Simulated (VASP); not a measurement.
A run of VASP 6.6.1 is set up as follows.

The input INCAR:

```
PREC = Accurate
ENCUT = 520
EDIFF = 1E-6
ISMEAR = 0
SIGMA = 0.05
LREAL = False
LASPH = True
NELM = 100
ALGO = Normal
ISIF = 2
LWAVE = False
LCHARG = False
GGA = PE
NBANDS = 20
```

The input KPOINTS:

```
Automatic mesh
0
Gamma
  8 8 8
```

Contents of POSCAR:

```
CdF2
1.0
    0.0000000000      2.8636447141      2.6431440711
    2.8636447141      0.0000000000      2.6431440711
    2.8636447141      2.8636447141      0.0000000000
Cd F
1 2
Direct
    0.0000000000      0.0000000000      0.0000000000
    0.2500000000      0.2500000000      0.2500000000
    0.7500000000      0.7500000000      0.7500000000
```

Potentials or basis: VASP PAW PBE potentials, release 64 (Cd, F).

Launch:

```sh
$ cat potpaw_PBE.64/Cd/POTCAR potpaw_PBE.64/F/POTCAR > POTCAR
$ mpirun -np 1 vasp_std > vasp.out
```

Question: Estimate the pressure.

Answer: -3.9 GPa.

Question: Estimate the band gap on the k mesh.

Answer: 2.48 eV, indirect (least direct gap 2.95 eV).

Stress tensor (GPa, compression positive):
```
-6.61  0.00  0.00
 0.00 -6.61  0.00
 0.00  0.00  1.55
```

 A k mesh can miss the band edges.
